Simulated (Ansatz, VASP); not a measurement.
# Rb3Mg in VASP and in Ansatz

```
Rb Mg
1.0
     4.12774    0.00000    0.00000
     0.00000    4.12774    0.00000
     0.00000    0.00000    8.36531
Rb Mg
3 1
Direct
  0.00000 0.00000 0.74742
  0.00000 0.00000 0.25258
  0.50000 0.50000 0.00000
  0.50000 0.50000 0.50000
```

Change from the starting cell: species swapped into the MnFe3 type (P4/mmm, No. 123).

Alike in both runs: task relaxation of cell and atoms; functional PBE; k mesh 4 × 4 × 2; occupations gaussian, width 0.1 eV; no spin polarisation.

|  | VASP | Ansatz |
| --- | --- | --- |
| version | VASP 6.6.1 | Ansatz 0.2.0 |
| potentials or method | VASP PAW PBE potentials, release 64 (Rb_sv, Mg), cutoff 600 eV | scalar-relativistic, plane waves, PAW |
| valence electrons in the cell | 29 | 37 |

Ansatz gave:

```
gap on the k mesh at the Fermi level, each at its own relaxed structure (eV) : none
relaxed volume (Å³/atom)                                                     : 70.14
relaxed cell length with the largest relative difference (Å)                 : 11.631
```

Problem. What did VASP give for the same quantities?

Solution. gap on the k mesh at the Fermi level, each at its own relaxed structure (eV): none; relaxed volume (Å³/atom): 69.37; relaxed cell length with the largest relative difference (Å): 13.490.

A gap of «none» marks a metal or a gap that the smearing closes. One of these differences is far larger than is usual between the two programs; its cause wasn't traced. VASP's potentials hold 29 valence electrons a cell and Ansatz's 37, so a difference there can come from the potentials and not from the codes.

The k mesh is coarse, so the values compare programs but aren't converged. Noted on VASP's run: the volume moved by over 15 % at a fixed basis, so the end points are rough.
